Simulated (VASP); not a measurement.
Runs of VASP 6.6.1 on HfSiO4. The structure is that of space group F-43m (No. 216), or close to it. The cells are those of the table. 

| level | smearing | gap on the mesh (eV) | pressure (GPa) | largest force (eV/Å) |
| --- | --- | --- | --- | --- |
| r2SCAN | gaussian 0.02 eV | 5.33 | (a) | 0.04 |
| PBE | gaussian 0.01 eV | 4.77 | -0.4 | 0.19 |
| PBEsol | gaussian 0.02 eV | (b) | -2.2 | 0.36 |
| PBE | gaussian 0.02 eV | 4.77 | -0.4 | 0.20 |

Alike in all rows: task single point; potentials or basis VASP PAW PBE potentials, release 64 (Hf_pv, Si, O); no spin polarisation; cell a = 5.838 Å, angles 60.0°, 6 atoms; k mesh 6 × 6 × 6; cutoff (eV) 520.

Estimate the missing entries.

(a) -2.9; (b) 4.87.

Caveats: spin-orbit coupling is left out, which moves the levels of the heavy elements; the PAW data sets were made with another functional, which shifts forces and pressure a little (some runs).

A k mesh can miss the band edges, and the runs leave out spin-orbit coupling on Hf.
